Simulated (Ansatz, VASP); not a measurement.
# FeNi3 in VASP and in Ansatz

```
Ni Fe
1.0
     3.54500    0.00000    0.00000
     0.00000    3.54500    0.00000
     0.00000    0.00000    3.54500
Ni Fe
3 1
Direct
  0.50000 0.50000 0.00000
  0.50000 0.00000 0.50000
  0.00000 0.50000 0.50000
  0.00000 0.00000 0.00000
```

Alike in both runs: task single point; functional PBEsol; k mesh 8 × 8 × 8; occupations fermi-dirac, width 0.05 eV; collinear spin.

|  | VASP | Ansatz |
| --- | --- | --- |
| version | VASP 6.6.1 | Ansatz 0.2.0 |
| potentials or method | VASP PAW PBE potentials, release 64 (Ni, Fe) | Ansatz PAW |
| plane-wave cutoff (eV) | 520 | 420 |
| valence electrons in the cell | 38 | 70 |

VASP gave:

| Property | Result |
| --- | --- |
| gap on the k mesh at the Fermi level (eV) | none |
| pressure (GPa) | -9.5 |
| net moment per atom (μB) | 1.20 |
| size of the moment on the site where the two differ most (μB) | 0.64 |

Estimate Ansatz's values.

gap on the k mesh at the Fermi level (eV): none; pressure (GPa): -9.4; net moment per atom (μB): 1.22; size of the moment on the site where the two differ most (μB): 0.70.

VASP's potentials were made for PBE, not for PBEsol. Site moments also hang on the region over which each program counts them. A gap of «none» marks a metal or a gap that the smearing closes. VASP's potentials hold 38 valence electrons a cell and Ansatz's 70, so a difference there can come from the potentials and not from the codes.
